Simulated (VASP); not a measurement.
# Zn (P6_3/mmc) in VASP: single point with r2SCAN

Aim: the single point of Zn with r2SCAN.

Program: VASP 6.6.1. These are calculated values, not measurements. Logs are shortened: lines on timing, memory, paths and dates and some standing lists are left out, and cuts for length are marked.

### 1 The cell of the first run

It takes space group P6_3/mmc (No. 194, hexagonal). Conventional cell: a = 2.633 Å, b = 2.633 Å, c = 5.108 Å, α = 90.00°, β = 90.00°, γ = 120.00°. Zn (site symmetry -6m2) has 12 Zn at 2.63 to 2.97 Å within 3.5 Å.

### 2 Single point, r2SCAN

POSCAR

```
Zn
1.0
    2.6333228696      0.0000000000      0.0000000000
   -1.3166614348      2.2805245014      0.0000000000
    0.0000000000      0.0000000000      5.1082439737
Zn
2
Direct
    0.3333333333      0.6666666667      0.2500000000
    0.6666666667      0.3333333333      0.7500000000
```

INCAR.step1

```
SYSTEM = Zn
PREC     = Accurate       ! precision mode
ENCUT    = 520            ! plane-wave cutoff, eV
ISMEAR   = 0              ! smearing method
SIGMA    = 0.1            ! smearing width, eV
LREAL    = .False.        ! projectors in reciprocal space
LASPH    = .True.         ! aspherical terms in the spheres
NELM     = 80             ! most SCF steps
NBANDS   = 19             ! bands
GGA      = PE             ! functional
ALGO     = Normal         ! electronic algorithm
EDIFF    = 1E-4           ! SCF threshold, eV
LWAVE    = .True.         ! write WAVECAR
LCHARG   = .False.        ! write CHGCAR
```

INCAR.step2

```
SYSTEM = Zn
PREC     = Accurate       ! precision mode
ENCUT    = 520            ! plane-wave cutoff, eV
EDIFF    = 1E-6           ! SCF threshold, eV
ISMEAR   = 0              ! smearing method
SIGMA    = 0.1            ! smearing width, eV
LREAL    = .False.        ! projectors in reciprocal space
LASPH    = .True.         ! aspherical terms in the spheres
NELM     = 80             ! most SCF steps
ALGO     = Normal         ! electronic algorithm
ISIF     = 2              ! what is computed and relaxed
LWAVE    = .False.        ! write WAVECAR
LCHARG   = .True.         ! write CHGCAR
METAGGA  = R2SCAN         ! meta-GGA
LMIXTAU  = .True.       
LELF     = .True.         ! ELF
LVHAR    = .True.       
NBANDS   = 19             ! bands
ISTART   = 1
```

KPOINTS

```
regular mesh
0
Gamma
  18 18 8
  0 0 0
```

Potentials or basis: VASP PAW PBE potentials, release 64 (Zn).

On the command line:

```sh
$ cat potpaw_PBE.64/Zn/POTCAR > POTCAR
$ cp INCAR.step1 INCAR
$ mpirun -np 1 vasp_std > vasp.out
$ cp INCAR.step2 INCAR
$ mpirun -np 1 vasp_std > vasp.out
```

OUTCAR:

```text
SYSTEM = Zn
   PREC = Accurate
   ENCUT = 520
   EDIFF = 1E-6
   ISMEAR = 0
   LREAL = .False.
   LASPH = .True.
   NELM = 80
   ISIF = 2
   METAGGA = R2SCAN
   ISTART = 1

 ion  position               nearest neighbor table
   1  0.333  0.667  0.250-   2 2.97   2 2.97   2 2.97   2 2.97   2 2.97   2 2.97
   2  0.667  0.333  0.750-   1 2.97   1 2.97   1 2.97   1 2.97   1 2.97   1 2.97

  LATTYP: Found a hexagonal cell.
 ALAT       =     2.6333228696
 C/A-ratio  =     1.9398471918

  Lattice vectors:

 A1 = (   2.6333228696,   0.0000000000,   0.0000000000)
 A2 = (  -1.3166614348,   2.2805245014,   0.0000000000)
 A3 = (   0.0000000000,   0.0000000000,   5.1082439737)

Analysis of symmetry for initial positions (statically):
=====================================================================
 Subroutine PRICEL returns:
 Original cell was already a primitive cell.

 Routine SETGRP: Setting up the symmetry group for a
 hexagonal supercell.

 Subroutine GETGRP returns: Found 24 space group operations
 (whereof 12 operations were pure point group operations)
 out of a pool of 24 trial point group operations.

The static configuration has the point symmetry D_3d.
 The point group associated with its full space group is D_6h.

Analysis of symmetry for dynamics (positions and initial velocities):
=====================================================================
 Subroutine PRICEL returns:
 Original cell was already a primitive cell.

 Routine SETGRP: Setting up the symmetry group for a
 hexagonal supercell.

 Subroutine GETGRP returns: Found 24 space group operations
 (whereof 12 operations were pure point group operations)
 out of a pool of 24 trial point group operations.

The dynamic configuration has the point symmetry D_3d.
 The point group associated with its full space group is D_6h.

 Subroutine INISYM returns: Found 24 space group operations
 (whereof 12 operations are pure point group operations),
 and found     1 'primitive' translations

----------------------------------------------------------------------------------------

                                     Primitive cell

  volume of cell :      30.6768

  direct lattice vectors                    reciprocal lattice vectors
     2.633322870  0.000000000  0.000000000     0.379748344  0.219247809  0.000000000
    -1.316661435  2.280524501  0.000000000     0.000000000  0.438495618  0.000000000
     0.000000000  0.000000000  5.108243974     0.000000000  0.000000000  0.195761989

  length of vectors
[... 81 lines left out ...]
   NELM   =     80;   NELMIN=  2; NELMDL=  0     # of ELM steps
   EDIFF  = 0.1E-05   stopping-criterion for ELM
   LREAL  =      F    real-space projection
   EDIFFG = 0.1E-04   stopping-criterion for IOM
   NSW    =      0    number of steps for IOM
   IBRION =     -1    ionic relax: 0-MD 1-quasi-New 2-CG
   NFREE  =      0    steps in history (QN), initial steepest desc. (CG)
   ISIF   =      2    stress and relaxation
   ISYM   =      2    0-nonsym 1-usesym 2-fastsym
   POTIM  = 0.5000    time-step for ionic-motion
   TEBEG  =    0.0;   TEEND  =   0.0 temperature during run
   PSTRESS=    0.0 pullay stress
   NELECT =      24.0000    total number of electrons
   NUPDOWN=      -1.0000    fix difference up-down
   EMIN   =  10.00;   EMAX   =-10.00  energy-range for DOS
   EFERMI =   0.00;   METHOD = LEGACY
   ISMEAR =     0;   SIGMA  =   0.10  broadening in eV -4-tet -1-fermi 0-gaus
   EFERMI_NEDOS =   21; number of points for ismear=-14 and -15
   IALGO  =     38    algorithm
   IMIX   =      4    mixing-type and parameters
     AMIX     =   0.40;   BMIX     =  1.00
     AMIX_MAG =   1.60;   BMIX_MAG =  1.00
  volume/ion in A,a.u.               =      15.34       103.51
  Fermi-wavevector in a.u.,A,eV,Ry     =   1.508488  2.850628 30.960532  2.275535
  Thomas-Fermi vector in A             =   2.618935
   LORBIT       =      0    0 simple, 1 ext, 2 COOP (PROOUT), +10 PAW based schemes
   METAGGA = R2SCAN    functional components
   LHFCALC =     F    Hartree Fock is set to
   AEXX    =    0.0000 exact exchange contribution
   IVDW    =     0    specifies the selected vdW correction
   LEPSILON=     F    determine dielectric tensor
   LRPA    =     F    only Hartree local field effects (RPA)
 non-spin polarized calculation
 Gauss-broadening in eV      SIGMA  =   0.10
  energy-cutoff  :      520.00
  volume of cell :       30.68
 maximum number of plane-waves:       849
 NGX is ok and might be reduce to    20
   NGX =  9   NGY =  9   NGZ = 19

 number of electron      23.9999999 magnetization

 Free energy of the ion-electron system (eV)
  ---------------------------------------------------
  ext. energy  EPLUGINS =         0.00000000
  ---------------------------------------------------
  free energy    TOTEN  =       -17.78709879 eV

  energy without entropy =      -17.78552445  energy(sigma->0) =      -17.78631162

 E-fermi :   2.9160     XC(G=0): -12.5505

 val. band max:        2.8921559515   @ k =   0.3333   0.1111   0.0000
 cond. band min:       2.9460172524   @ k =   0.0556   0.0556   0.2500
 fundamental gap:      0.0538613009
 Fermi energy:         2.9159861265

 k-point     1 :       0.0000    0.0000    0.0000
  band No.  band energies     occupation
      1      -7.8843      2.00000
      2      -6.1254      2.00000
      3      -5.3606      2.00000
      4      -5.0766      2.00000
      5      -5.0764      2.00000
      6      -5.0363      2.00000
[... 505 lines left out ...]
      6      -4.9124      2.00000
[... 11 lines left out ...]
     18      16.5647      0.00000
     19      18.1950      0.00000

 [... further k-points ...]

------------------------ aborting loop because EDIFF is reached ----------------------------------------

  FORCE on cell =-STRESS in cart. coord.  units (eV):
  Direction    XX          YY          ZZ          XY          YZ          ZX
  --------------------------------------------------------------------------------------
  -------------------------------------------------------------------------------------
  Total       -0.7804615     -0.7804615     -0.4392823      0.0000000     -0.0000000     -0.0000000
  in kB      -40.7616356    -40.7616356    -22.9426597      0.0000000     -0.0000000     -0.0000000
  external PRESSURE =     -34.8219769 kB  Pullay stress =       0.0000000 kB

 VOLUME and BASIS-vectors are now :
 -----------------------------------------------------------------------------
  energy-cutoff  :      520.00
  volume of cell :       30.68
      direct lattice vectors                 reciprocal lattice vectors
     2.633322870  0.000000000  0.000000000     0.379748344  0.219247809  0.000000000
    -1.316661435  2.280524501  0.000000000     0.000000000  0.438495618  0.000000000
     0.000000000  0.000000000  5.108243974     0.000000000  0.000000000  0.195761989

 POSITION                                       TOTAL-FORCE (eV/Angst)
 -----------------------------------------------------------------------------------
     -0.00000      1.52035      1.27706        -0.000000      0.000000      0.000000
      1.31666      0.76017      3.83118         0.000000     -0.000000      0.000000
 -----------------------------------------------------------------------------------
    total drift:                               -0.000000      0.000000     -0.000000

  FREE ENERGIE OF THE ION-ELECTRON SYSTEM (eV)
  ---------------------------------------------------
  free  energy   TOTEN  =       -17.7870987902 eV

  energy  without entropy=      -17.7855244461  energy(sigma->0) =      -17.78631162
```

OUTCAR.step1:

```text
SYSTEM = Zn
   PREC = Accurate
   ENCUT = 520
   ISMEAR = 0
   LREAL = .False.
   LASPH = .True.
[... 753 lines left out ...]
     -0.00000      1.52035      1.27706         0.000000     -0.000000      0.000000
      1.31666      0.76017      3.83118        -0.000000      0.000000      0.000000
 -----------------------------------------------------------------------------------
    total drift:                               -0.000000      0.000000     -0.000000

  FREE ENERGIE OF THE ION-ELECTRON SYSTEM (eV)
  ---------------------------------------------------
  free  energy   TOTEN  =        -2.2205611960 eV

  energy  without entropy=       -2.2190342183  energy(sigma->0) =       -2.21979771
```

Wall time 3.3 min (1 thread of Intel Xeon Platinum 8488C (Sapphire Rapids), shared host); peak memory 0.21 GiB.

Results:

* Free energy: -17.7871 eV
* Pressure: -3.5 GPa
* Band gap on the k mesh: zero (band 12 reaches 4.68 eV, above the bottom of band 13 at -0.74 eV)

Levels at points of the mesh, in eV from the Fermi level:
| k point | band 8 | band 9 | band 10 | band 11 | band 12 | band 13 | band 14 | band 15 | band 16 | band 17 |
| --- | --- | --- | --- | --- | --- | --- | --- | --- | --- | --- |
| (0.00, 0.00, 0.00) | -7.56 | -7.56 | -7.40 | -7.40 | -3.90 | -3.66 | 12.78 | 16.61 | 19.28 | 19.28 |
| (0.50, 0.00, 0.00) | -7.44 | -7.17 | -7.15 | -2.82 | -2.01 | 2.50 | 3.80 | 4.14 | 5.92 | 11.37 |
| (0.00, 0.00, 0.50) | -7.92 | -7.47 | -7.47 | -7.47 | -7.47 | 3.97 | 3.97 | 20.55 | 20.55 | 20.55 |
| (0.50, 0.00, 0.50) | -7.44 | -7.16 | -7.16 | -1.90 | -1.90 | 0.41 | 0.41 | 10.14 | 10.14 | 13.10 |

Caveat: the PAW data sets were made with another functional, which shifts forces and pressure a little.
